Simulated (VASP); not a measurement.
Write the native input for VASP 6.6.1 that does the following.

```yaml
Task: single point
Functional: PBE
Potentials_or_basis: VASP PAW PBE potentials, release 64 (Co)
Cutoff: 520 eV
k_mesh: 12 × 12 × 1
Occupations: fermi-dirac, width 0.05 eV
Spin: collinear spin, ferromagnetic start
Starting_moments: "[2.0, 2.0, 2.0, 2.0, 2.0] μB"
Dipole_correction: no
k_mesh_for_the_DOS: 18 × 18 × 1
Occupations_for_the_DOS: tetrahedron
Further_INCAR_settings: ALGO = Normal; EDIFF = 1e-06
```

The system is Co, a slab with vacuum.

```
Co
1.0
     2.47056    0.00000    0.00000
    -1.23528    2.13957    0.00000
     0.00000    0.00000   23.08823
Co
5
Direct
  0.00000 0.00000 0.32484
  0.33333 0.66667 0.41242
  0.00000 0.00000 0.50000
  0.66667 0.33333 0.58758
  0.00000 0.00000 0.67516
```

The input as run:

POSCAR

```
Co
1.0
    2.4705617809      0.0000000000      0.0000000000
   -1.2352808904      2.1395692639      0.0000000000
    0.0000000000      0.0000000000     23.0882338000
Co
5
Direct
    0.0000000000      0.0000000000      0.3248407854
    0.3333333300      0.6666666600      0.4124203927
    0.0000000000      0.0000000000      0.5000000000
    0.6666666700      0.3333333400      0.5875796073
    0.0000000000      0.0000000000      0.6751592146
```

INCAR.step1

```
  ALGO = Normal
  EDIFF = 1E-6
  ENCUT = 520
  GGA = PE
  ISIF = 2
  ISMEAR = -1
  ISPIN = 2
  LASPH = T
  LCHARG = T
  LMAXMIX = 4
  LREAL = F
  LWAVE = F
  MAGMOM = 2 2 2 2 2
  NBANDS = 34
  NELM = 150
  PREC = Accurate
  SIGMA = 0.05
```

KPOINTS.step1

```
k-points
0
Gamma
  12 12 1
```

INCAR.step2

```
  ALGO = Normal
  EDIFF = 1E-6
  ENCUT = 520
  GGA = PE
  ICHARG = 11
  ISIF = 2
  ISMEAR = -5
  ISPIN = 2
  LASPH = T
  LCHARG = F
  LMAXMIX = 4
  LORBIT = 11
  LREAL = F
  LWAVE = F
  MAGMOM = 2 2 2 2 2
  NEDOS = 2001
  NELM = 150
  PREC = Accurate
  SIGMA = 0.05
```

KPOINTS.step2

```
k-points
0
Gamma
  18 18 1
```

Potentials or basis: VASP PAW PBE potentials, release 64 (Co).

Command:

```sh
$ cat potpaw_PBE.64/Co/POTCAR > POTCAR
$ cp INCAR.step1 INCAR
$ cp KPOINTS.step1 KPOINTS
$ mpirun -np 1 vasp_std > vasp.out
$ cp INCAR.step2 INCAR
$ cp KPOINTS.step2 KPOINTS
$ mpirun -np 1 vasp_std > vasp.out
```

Results of the run:

The net moment is 8.38 μB per cell. The site moments are Co +1.71, +1.67, +1.62 (each value once) μB and the valence electrons inside the program's atomic spheres are Co 8.15, 8.28, 8.31 (each value once).

Run time: 4 min on 1 thread of Intel(R) Xeon(R) 6975P-C (Granite Rapids), on a shared host, peak memory 0.37 GiB.
